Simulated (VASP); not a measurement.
Input of a VASP 6.6.1 run:

Contents of INCAR:

```
SYSTEM = Cs
ALGO = Normal
DIPOL = 0.5 0.5 0.500
EDIFF = 1E-6
ENCUT = 520
GGA = PS
IDIPOL = 3
ISIF = 2
ISMEAR = -1
LASPH = .TRUE.
LCHARG = .FALSE.
LDIPOL = .TRUE.
LREAL = .FALSE.
LWAVE = .FALSE.
NBANDS = 30
NELM = 80
PREC = Accurate
SIGMA = 0.08
```

Contents of KPOINTS:

```
k-points
0
G
  6 6 1
  0 0 0
```

File POSCAR:

```
Cs
1.0
    6.0449950640      0.0000000000      0.0000000000
    0.0000000000      6.0449950640      0.0000000000
    0.0000000000      0.0000000000     32.0900000000
Cs
5
Direct
    0.0000000000      0.0000000000      0.3129518078
    0.5000000000      0.5000000000      0.4086816189
    0.0000000000      0.0000000000      0.4999991517
    0.5000000000      0.5000000000      0.5913182383
    0.0000000000      0.0000000000      0.6870491833
```

Potentials or basis: VASP PAW PBE potentials, release 64 (Cs_sv).

The run is started by

```bash
$ cat potpaw_PBE.64/Cs_sv/POTCAR > POTCAR
$ mpirun -np 1 vasp_std > vasp.out
```

Predict the band gap on the k mesh.

zero (an odd number of electrons rules out a gap without spin polarisation).

Caveat: spin-orbit coupling is left out, which moves the levels of the heavy elements.
